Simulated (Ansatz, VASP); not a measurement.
## Two plane-wave programs on WS2

Contents of POSCAR:

```
WS2
1.0
    1.5858867129      0.9156121206      6.2374759785
   -1.5858867129      0.9156121206      6.2374759785
    0.0000000000     -1.8312242411      6.2374759785
W S
1 2
Direct
    0.0006662241      0.0006662241      0.0006662241
    0.2505579540      0.2505579540      0.2505579540
    0.4174758220      0.4174758220      0.4174758220
```

INCAR.step1

```
SYSTEM = WS2
PREC = Accurate
ENCUT = 520
ISMEAR = 0
SIGMA = 0.01
LREAL = .FALSE.
LASPH = .TRUE.
NELM = 60
NBANDS = 20
GGA = PE
ALGO = Normal
EDIFF = 1E-4
LWAVE = .TRUE.
LCHARG = .FALSE.
```

INCAR.step2

```
SYSTEM = WS2
PREC = Accurate
ENCUT = 520
EDIFF = 1E-7
ISMEAR = 0
SIGMA = 0.01
LREAL = .FALSE.
LASPH = .TRUE.
NELM = 60
ALGO = Normal
ISIF = 2
LWAVE = .FALSE.
LCHARG = .TRUE.
METAGGA = R2SCAN
LMIXTAU = .TRUE.
LELF = .TRUE.
LVHAR = .TRUE.
NBANDS = 20
ISTART = 1
```

Contents of KPOINTS:

```
regular mesh
0
G
  10 10 10
  0 0 0
```

Input for Ansatz:

```yaml
crystal:
  lattice:
    - [1.5858867129, 0.9156121206, 6.2374759785]
    - [-1.5858867129, 0.9156121206, 6.2374759785]
    - [0.0, -1.8312242411, 6.2374759785]
  atoms:
    - { symbol: W, position: [0.0006662241, 0.0006662241, 0.0006662241] }
    - { symbol: S, position: [0.250557954, 0.250557954, 0.250557954] }
    - { symbol: S, position: [0.417475822, 0.417475822, 0.417475822] }
kpoints:
  mp_grid: { grid: [10, 10, 10] }
  band_path:
    path:
      - [0.0, 0.0, 0.0]
      - [-0.5, -0.5, -0.5]
      - [-0.5, -0.1810319447, -0.8189680553]
      - [-0.1810319447, 0.1810319447, -0.5]
      - [0.0, 0.0, -0.5]
      - [0.0, 0.3405159723, -0.3405159723]
      - [-0.3405159723, 0.0, -0.6594840277]
      - [-0.5, 0.0, -0.5]
      - [-0.1629287502, 0.1629287502, -0.5]
      - [0.0, 0.174479, -0.177083]
    npoints: 1
hamiltonian:
  xc: r2scan
scf:
  occupations: { method: fixed }
  n_extra_bands: 4
output:
  forces: true
  stress: true
  eigenvalues: true
```

Alike in both runs: task single point; functional r2SCAN; k mesh 10 × 10 × 10; no spin polarisation.

```csv
,VASP,Ansatz
version,VASP 6.6.1,Ansatz 0.2.0
potentials or method,"VASP PAW PBE potentials, release 64 (W_sv, S)","plane waves, PAW"
plane-wave cutoff (eV),520,500
occupations,"gaussian, width 0.01 eV",fixed
valence electrons in the cell,26,26
```

```tsv
	VASP	Ansatz	Ansatz less VASP
gap on the k mesh at the Fermi level (eV)	1.25	1.24	-0.014
pressure (GPa)	1.4	1.2	-0.19
traceless stress, the component that is largest in VASP (GPa)	-0.19	-0.13	+0.059
rms of the force components (eV/Å)	0.015	0.025	+0.0105
```

VASP's potentials were made for PBE, not for r2SCAN. Atom by atom the forces differ by 0.011 eV/Å (rms over components).

Spin-orbit coupling is off throughout.
